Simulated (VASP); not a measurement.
# Pb (Im-3m) in VASP: further runs

The runs below take Pb through single point, relaxation of cell and atoms, with LDA.

Everything below comes from runs of VASP 6.6.1. Logs are shortened: lines on timing, memory, paths and dates and some standing lists are left out, and cuts for length are marked.

### 1 The cell of the first run

Symmetry: Im-3m, No. 229, cubic system. The conventional cell has a = 3.917 Å, b = 3.917 Å, c = 3.917 Å, α = 90.00°, β = 90.00°, γ = 90.00°. Pb (site symmetry m-3m) has 14 Pb at 3.39 to 3.92 Å within 4.5 Å.

This isn't the form of Pb at room conditions, which is fcc.

### 2 Single point, LDA

File INCAR:

```
  ALGO = Normal
  EDIFF = 1E-6
  ENCUT = 520
  GGA = CA
  ISIF = 2
  ISMEAR = -1
  LASPH = True
  LCHARG = False
  LREAL = False
  LWAVE = False
  NBANDS = 13
  NELM = 100
  PREC = Accurate
  SIGMA = 0.05
```

File KPOINTS:

```
k-points
0
Gamma
  15 15 15
```

File POSCAR:

```
Pb
1.0
   -1.9584360889      1.9584360889      1.9584360889
    1.9584360889     -1.9584360889      1.9584360889
    1.9584360889      1.9584360889     -1.9584360889
Pb
1
Direct
    0.0000000000      0.0000000000      0.0000000000
```

Potentials or basis: VASP PAW LDA potentials, release 64 (Pb_d).

On the command line:

```bash
> cat potpaw_LDA.64/Pb_d/POTCAR > POTCAR
> mpirun -np 1 vasp_std > vasp.out
```

OUTCAR:

```text
EDIFF = 1E-6
   ENCUT = 520
   GGA = CA
   ISIF = 2
   ISMEAR = -1
   LASPH = True
   LREAL = False
   NELM = 100
   PREC = Accurate

 ion  position               nearest neighbor table
   1  0.000  0.000  0.000-

  LATTYP: Found a body centered cubic cell.
 ALAT       =     3.9168721778

  Lattice vectors:

 A1 = (  -1.9584360889,   1.9584360889,   1.9584360889)
 A2 = (   1.9584360889,  -1.9584360889,   1.9584360889)
 A3 = (   1.9584360889,   1.9584360889,  -1.9584360889)

Analysis of symmetry for initial positions (statically):
=====================================================================
 Subroutine PRICEL returns:
 Original cell was already a primitive cell.

 Routine SETGRP: Setting up the symmetry group for a
 body centered cubic supercell.

 Subroutine GETGRP returns: Found 48 space group operations
 (whereof 48 operations were pure point group operations)
 out of a pool of 48 trial point group operations.

The static configuration has the point symmetry O_h .

Analysis of symmetry for dynamics (positions and initial velocities):
=====================================================================
 Subroutine PRICEL returns:
 Original cell was already a primitive cell.

 Routine SETGRP: Setting up the symmetry group for a
 body centered cubic supercell.

 Subroutine GETGRP returns: Found 48 space group operations
 (whereof 48 operations were pure point group operations)
 out of a pool of 48 trial point group operations.

The dynamic configuration has the point symmetry O_h .

 Subroutine INISYM returns: Found 48 space group operations
 (whereof 48 operations are pure point group operations),
 and found     1 'primitive' translations

----------------------------------------------------------------------------------------

                                     Primitive cell

  volume of cell :      30.0461

  direct lattice vectors                    reciprocal lattice vectors
    -1.958436089  1.958436089  1.958436089     0.000000000  0.255305753  0.255305753
     1.958436089 -1.958436089  1.958436089     0.255305753  0.000000000  0.255305753
     1.958436089  1.958436089 -1.958436089     0.255305753  0.255305753  0.000000000

  length of vectors
     3.392110809  3.392110809  3.392110809     0.361056858  0.361056858  0.361056858

  position of ions in fractional coordinates (direct lattice)
     0.000000000  0.000000000  0.000000000

  ion indices of the primitive-cell ions
   primitive index   ion index
                 1           1

----------------------------------------------------------------------------------------

 KPOINTS: k-points

Automatic generation of k-mesh.
 Grid dimensions read from file:
 generate k-points for:   15   15   15

 Generating k-lattice:

  Cartesian coordinates                     Fractional coordinates (reciprocal lattice)
     0.000000000  0.017020384  0.017020384     0.066666667  0.000000000  0.000000000
     0.017020384  0.000000000  0.017020384     0.000000000  0.066666667  0.000000000
     0.017020384  0.017020384  0.000000000     0.000000000  0.000000000  0.066666667

  Length of vectors
     0.024070457  0.024070457  0.024070457

  Shift w.r.t. Gamma in fractional coordinates (k-lattice)
     0.000000000  0.000000000  0.000000000

 Subroutine IBZKPT returns following result:
 ===========================================

 Found    120 irreducible k-points:

 Following reciprocal coordinates:
            Coordinates               Weight
  0.000000  0.000000  0.000000      1.000000
  0.066667  0.000000  0.000000     12.000000
  0.133333  0.000000  0.000000     12.000000
  0.200000  0.000000  0.000000     12.000000
  0.266667  0.000000  0.000000     12.000000
  0.333333  0.000000  0.000000     12.000000
[... 16 lines left out ...]
  0.333333  0.200000  0.000000     48.000000
  0.400000  0.200000  0.000000     24.000000
 [... further k-points ...]
   k-points           NKPTS =    120   k-points in BZ     NKDIM =    120   number of bands    NBANDS=     13
   number of dos      NEDOS =    301   number of ions     NIONS =      1
   total plane-waves  NPLWV =  21952
   dimension x,y,z NGX =    28 NGY =   28 NGZ =   28
   dimension x,y,z NGXF=    56 NGYF=   56 NGZF=   56
   ions per type =               1
   NGX,Y,Z   is equivalent  to a cutoff of  13.72, 13.72, 13.72 a.u.
   NGXF,Y,Z  is equivalent  to a cutoff of  27.45, 27.45, 27.45 a.u.
 SYSTEM =  unknown system
   PREC   = accura    normal or accurate (medium, high low for compatibility)
   ISTART =      0    job   : 0-new  1-cont  2-samecut
   ICHARG =      2    charge: 1-file 2-atom 10-const
   ISPIN  =      1    spin polarized calculation?
   LNONCOLLINEAR =      F non collinear calculations
   LSORBIT =      F    spin-orbit coupling
   LASPH  =      T    aspherical Exc in radial PAW
   ENCUT  =  520.0 eV  38.22 Ry    6.18 a.u.   6.31  6.31  6.31*2*pi/ulx,y,z
   NELM   =    100;   NELMIN=  2; NELMDL= -5     # of ELM steps
   EDIFF  = 0.1E-05   stopping-criterion for ELM
   LREAL  =      F    real-space projection
   EDIFFG = 0.1E-04   stopping-criterion for IOM
   NSW    =      0    number of steps for IOM
   IBRION =     -1    ionic relax: 0-MD 1-quasi-New 2-CG
   NFREE  =      0    steps in history (QN), initial steepest desc. (CG)
   ISIF   =      2    stress and relaxation
   ISYM   =      2    0-nonsym 1-usesym 2-fastsym
   POTIM  = 0.5000    time-step for ionic-motion
   TEBEG  =    0.0;   TEEND  =   0.0 temperature during run
   PSTRESS=    0.0 pullay stress
   NELECT =      14.0000    total number of electrons
   NUPDOWN=      -1.0000    fix difference up-down
   EMIN   =  10.00;   EMAX   =-10.00  energy-range for DOS
   EFERMI =   0.00;   METHOD = LEGACY
   ISMEAR =    -1;   SIGMA  =   0.05  broadening in eV -4-tet -1-fermi 0-gaus
   EFERMI_NEDOS =   21; number of points for ismear=-14 and -15
   IALGO  =     38    algorithm
   IMIX   =      4    mixing-type and parameters
     AMIX     =   0.40;   BMIX     =  1.00
     AMIX_MAG =   1.60;   BMIX_MAG =  1.00
  volume/ion in A,a.u.               =      30.05       202.76
  Fermi-wavevector in a.u.,A,eV,Ry     =   1.269175  2.398393 21.916328  1.610805
  Thomas-Fermi vector in A             =   2.402230
   LORBIT       =      0    0 simple, 1 ext, 2 COOP (PROOUT), +10 PAW based schemes
   GGA     = CA    functional components
   LHFCALC =     F    Hartree Fock is set to
   AEXX    =    0.0000 exact exchange contribution
   IVDW    =     0    specifies the selected vdW correction
   LEPSILON=     F    determine dielectric tensor
   LRPA    =     F    only Hartree local field effects (RPA)
 non-spin polarized calculation
  energy-cutoff  :      520.00
  volume of cell :       30.05
 maximum number of plane-waves:       827
 NGX is ok and might be reduce to    28
   NGX = 13   NGY = 13   NGZ = 13

 number of electron      14.0000004 magnetization

 Free energy of the ion-electron system (eV)
  ---------------------------------------------------
  ext. energy  EPLUGINS =         0.00000000
  ---------------------------------------------------
  free energy    TOTEN  =        -4.20961496 eV

  energy without entropy =       -4.20376610  energy(sigma->0) =       -4.20669053

 E-fermi :   7.0660     XC(G=0): -10.5018

 val. band max:        7.0648901287   @ k =  -0.2667   0.3333   0.1333
 cond. band min:       7.0923714509   @ k =  -0.4000  -0.4667   0.1333
 fundamental gap:      0.0274813222
 Fermi energy:         7.0659565329

 k-point     1 :       0.0000    0.0000    0.0000
  band No.  band energies     occupation
      1      -9.9618      2.00000
      2      -9.9618      2.00000
      3      -9.9618      2.00000
      4      -9.7111      2.00000
      5      -9.7111      2.00000
      6      -4.7191      2.00000
      7      14.7571      0.00000
      8      14.7571      0.00000
      9      14.7571      0.00000
     10      18.2857      0.00000
     11      18.2857      0.00000
     12      18.2857      0.00000
     13      19.2557      0.00000

 k-point     2 :       0.0667    0.0000    0.0000
  band No.  band energies     occupation
      1      -9.9656      2.00000
      2      -9.9571      2.00000
      3      -9.9452      2.00000
      4      -9.7154      2.00000
      5      -9.7115      2.00000
      6      -4.6278      2.00000
      7      13.7898      0.00000
      8      14.4405      0.00000
      9      14.6333      0.00000
     10      17.6753      0.00000
     11      18.0544      0.00000
     12      18.1903      0.00000
     13      19.8401      0.00000

 k-point     3 :       0.1333    0.0000    0.0000
  band No.  band energies     occupation
      1      -9.9765      2.00000
      2      -9.9454      2.00000
      3      -9.8977      2.00000
      4      -9.7267      2.00000
      5      -9.7125      2.00000
      6      -4.3537      2.00000
      7      11.8574      0.00000
      8      13.6934      0.00000
      9      14.2763      0.00000
     10      16.8241      0.00000
     11      17.5969      0.00000
     12      18.1660      0.00000
     13      20.4657      0.00000
[... 305 lines left out ...]
 k-point    23 :       0.3333    0.2000    0.0000
  band No.  band energies     occupation
      1     -10.0086      2.00000
      2      -9.8940      2.00000
      3      -9.7481      2.00000
      4      -9.7321      2.00000
      5      -9.6270      2.00000
      6      -0.8004      2.00000
      7       4.2266      2.00000
      8       7.5227      0.00022
      9      11.4486      0.00000
     10      16.7176      0.00000
     11      18.9352      0.00000
     12      20.4832      0.00000
     13      21.1348      0.00000

 k-point    24 :       0.4000    0.2000    0.0000
  band No.  band energies     occupation
      1     -10.0104      2.00000
      2      -9.8927      2.00000
      3      -9.7502      2.00000
      4      -9.7257      2.00000
      5      -9.6209      2.00000
      6      -0.4554      2.00000
      7       3.7663      2.00000
      8       7.3536      0.00632
      9      11.3687      0.00000
     10      16.6605      0.00000
     11      19.6681      0.00000
     12      20.3123      0.00000
     13      20.4284      0.00000

 [... further k-points ...]
[... 5 lines left out ...]
  --------------------------------------------------------------------------------------
  -------------------------------------------------------------------------------------
  Total       -0.3113687     -0.3113687     -0.3113687      0.0000000      0.0000000      0.0000000
  in kB      -16.6034142    -16.6034142    -16.6034142      0.0000000      0.0000000      0.0000000
  external PRESSURE =     -16.6034142 kB  Pullay stress =       0.0000000 kB

 VOLUME and BASIS-vectors are now :
 -----------------------------------------------------------------------------
  energy-cutoff  :      520.00
  volume of cell :       30.05
      direct lattice vectors                 reciprocal lattice vectors
    -1.958436089  1.958436089  1.958436089     0.000000000  0.255305753  0.255305753
     1.958436089 -1.958436089  1.958436089     0.255305753  0.000000000  0.255305753
     1.958436089  1.958436089 -1.958436089     0.255305753  0.255305753  0.000000000

 POSITION                                       TOTAL-FORCE (eV/Angst)
 -----------------------------------------------------------------------------------
      0.00000      0.00000      0.00000         0.000000     -0.000000      0.000000
 -----------------------------------------------------------------------------------
    total drift:                                0.000000     -0.000000      0.000000

  FREE ENERGIE OF THE ION-ELECTRON SYSTEM (eV)
  ---------------------------------------------------
  free  energy   TOTEN  =        -4.2096149605 eV

  energy  without entropy=       -4.2037660953  energy(sigma->0) =       -4.20669053
```

Wall time 42 s (1 thread of AMD EPYC 7R43 (Zen 3), shared host); peak memory 0.13 GiB.

Results:

```
Free energy            : -4.2096 eV
Pressure               : -1.7 GPa
Band gap on the k mesh : zero (bands 7 and 8 overlap by 9.73 eV)
```

Levels at points of the mesh, in eV from the Fermi level:
| k point | band 4 | band 5 | band 6 | band 7 | band 8 | band 9 | band 10 | band 11 |
| --- | --- | --- | --- | --- | --- | --- | --- | --- |
| (0.00, 0.00, 0.00) | -16.78 | -16.78 | -11.79 | 7.69 | 7.69 | 7.69 | 11.22 | 11.22 |

Caveat: spin-orbit coupling is left out, which moves the levels of the heavy elements.

### 3 Relaxation of cell and atoms, LDA

This run uses another cell than the first one, of 28.97 Å³/atom.

File INCAR:

```
PREC     = Accurate       # precision mode
ENCUT    = 600            # plane-wave cutoff, eV
EDIFF    = 1E-6           # SCF threshold, eV
ISMEAR   = -1             # smearing method
SIGMA    = 0.05           # smearing width, eV
LREAL    = False          # projectors in reciprocal space
LASPH    = True           # aspherical terms in the spheres
NELM     = 100            # most SCF steps
ALGO     = Normal         # electronic algorithm
ISIF     = 3              # what is computed and relaxed
LWAVE    = False          # write WAVECAR
LCHARG   = False          # write CHGCAR
GGA      = CA             # functional
IBRION   = 2              # ionic algorithm
NSW      = 45             # ionic steps
EDIFFG   = -0.005         # ionic threshold
```

File KPOINTS:

```
regular mesh
0
Gamma
  15 15 15
```

File POSCAR:

```
Pb
1.0
   -1.9346816463      1.9346816463      1.9346816463
    1.9346816463     -1.9346816463      1.9346816463
    1.9346816463      1.9346816463     -1.9346816463
Pb
1
Direct
    0.0000000000      0.0000000000      0.0000000000
```

Potentials or basis: VASP PAW LDA potentials, release 64 (Pb_d).

On the command line:

```bash
> cat potpaw_LDA.64/Pb_d/POTCAR > POTCAR
> mpirun -np 1 vasp_std > vasp.out
```

Wall time 2.3 min (1 thread of AMD EPYC 7R43 (Zen 3), shared host); peak memory 0.15 GiB.

The run converged. Its results:

```
Free energy                           : -4.2147 eV
Relaxed volume                        : 29.05 Å³/atom
Relaxed cell                          : a = 3.354 Å, b = 3.354 Å, c = 3.354 Å, α = 109.47°, β = 109.47°, γ = 109.47°
Space group after relaxing (to 0.1 Å) : Im-3m (No. 229)
Energy gained by relaxing             : 0.0 meV/atom
Ionic steps                           : 8
Pressure after relaxing               : 0.0 GPa
Band gap on the k mesh                : zero (bands 7 and 8 overlap by 10.13 eV)
```

Final structure:
```xyz
1
Lattice="-1.9366 1.9366 1.9366 1.9366 -1.9366 1.9366 1.9366 1.9366 -1.9366" Properties=species:S:1:pos:R:3 pbc="T T T"
Pb    0.0000    0.0000    0.0000
```

Levels at points of the mesh, in eV from the Fermi level:
| k point | band 4 | band 5 | band 6 | band 7 | band 8 | band 9 | band 10 | band 11 |
| --- | --- | --- | --- | --- | --- | --- | --- | --- |
| (0.00, 0.00, 0.00) | -16.79 | -16.79 | -12.02 | 8.00 | 8.00 | 8.00 | 11.26 | 11.26 |

Caveat: spin-orbit coupling is left out, which moves the levels of the heavy elements.
